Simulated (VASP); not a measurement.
Sb2Se3, 5 atoms in the cell. The structure is orthorhombic, space group Cmmm (No. 65). Conventional cell: a = 5.636 Å, b = 10.357 Å, c = 7.513 Å, α = 90.00°, β = 90.00°, γ = 90.00°. Within 3.7 Å of Sb (site symmetry mm2) lie 1 Sb at 2.79 Å and 4 Se at 2.83 to 3.14 Å. Se (site symmetry m2m) has 3 Se at 2.71 to 2.83 Å and 2 Sb at 2.83 Å within 3.6 Å. Se (site symmetry mmm) has 2 Se at 2.71 Å and 4 Sb at 3.14 Å within 3.6 Å. The cell was generated, and may not be a known phase.

| Quantity | Value |
| --- | --- |
| Program | VASP 6.6.1 |
| Task | single point |
| Functional | PBE |
| Potentials or basis | VASP PAW PBE potentials, release 64 (Sb, Se) |
| Cutoff | 500 eV |
| k mesh | 3 × 3 × 2 |
| Occupations | gaussian, width 0.15 eV |
| Spin | no spin polarisation |
| Dipole correction | no |
| Further INCAR settings | ALGO = Normal; EDIFF = 1e-06; NBANDS = 22 |

Potentials or basis: VASP PAW PBE potentials, release 64 (Sb, Se).

Run with:

```sh
$ cat potpaw_PBE.64/Sb/POTCAR potpaw_PBE.64/Se/POTCAR > POTCAR
$ mpirun -np 1 vasp_std > vasp.out
```

Hardware: 1 thread of Intel(R) Xeon(R) Platinum 8559C (Emerald Rapids), on a shared host.

Task: Estimate the wall time of this run.

Result: It took 33 s on 1 thread of Intel(R) Xeon(R) Platinum 8559C (Emerald Rapids), with other jobs on the host, peak memory 0.34 GiB. Counts: scf iterations 15, k points 8.
